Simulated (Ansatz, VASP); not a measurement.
**One calculation of Ba, two programs**

The input INCAR:

```
PREC = Accurate
ENCUT = 520
EDIFF = 1E-6
ISMEAR = -1
SIGMA = 0.1
LREAL = False
LASPH = True
NELM = 80
ALGO = Normal
ISIF = 2
LWAVE = False
LCHARG = True
LELF = True
LVHAR = True
NBANDS = 28
```

File KPOINTS:

```
regular mesh
0
Gamma
  10 10 3
```

Contents of POSCAR:

```
Ba
1.0
    4.0648832948      0.0000000000      0.0000000000
   -2.0324416474      3.5202921967      0.0000000000
    0.0000000000      0.0000000000     13.2351181909
Ba
4
Direct
    1.0000000000      1.0000000000      0.0000000000
    1.0000000000      0.0000000000      0.5000000000
    0.3333333333      0.6666666667      0.2500000000
    0.6666666667      0.3333333333      0.7500000000
```

Input for Ansatz:

```yaml
crystal:
  lattice:
    - [4.0648832948, 0.0, 0.0]
    - [-2.0324416474, 3.5202921967, 0.0]
    - [0.0, 0.0, 13.2351181909]
  atoms:
    - { symbol: Ba, position: [1.0, 1.0, 0.0] }
    - { symbol: Ba, position: [1.0, 0.0, 0.5] }
    - { symbol: Ba, position: [0.3333333333, 0.6666666667, 0.25] }
    - { symbol: Ba, position: [0.6666666667, 0.3333333333, 0.75] }
hamiltonian:
  xc: lda
  pseudopotentials:
    kind: paw
    azcp:
      Ba: "pseudopotentials/Ba.paw.azcp"
basis:
  ecutwfc: 420
  fft_grid_basis: typed
kpoints:
  mp_grid: { grid: [10, 10, 3], shift: [0, 0, 0] }
magnetization:
  spin_polarized: false
scf:
  occupations: { method: fermi_dirac, width: 0.1 }
  lower_state_search: "off"
output:
  stress: true
```

Alike in both runs: task single point; functional LDA; k mesh 10 × 10 × 3; occupations fermi-dirac, width 0.1 eV; no spin polarisation.

```csv
,VASP,Ansatz
version,VASP 6.6.1,Ansatz 0.2.0
potentials or method,"VASP PAW LDA potentials, release 64 (Ba_sv), cutoff 520 eV","plane waves (420 eV) with PAW, scalar-relativistic"
valence electrons in the cell,40,40
```

Ansatz gave:

```
pressure (GPa) : 1.3
```

**Question.** Estimate VASP's values.

**Answer.** Pressure (GPa): 1.5.

Ansatz warns that its potentials were made for another functional, while VASP's fit it. LDA's correlation is that of Perdew and Zunger in VASP and of Perdew and Wang (1992) in Ansatz.

Neither program's run includes spin-orbit coupling.
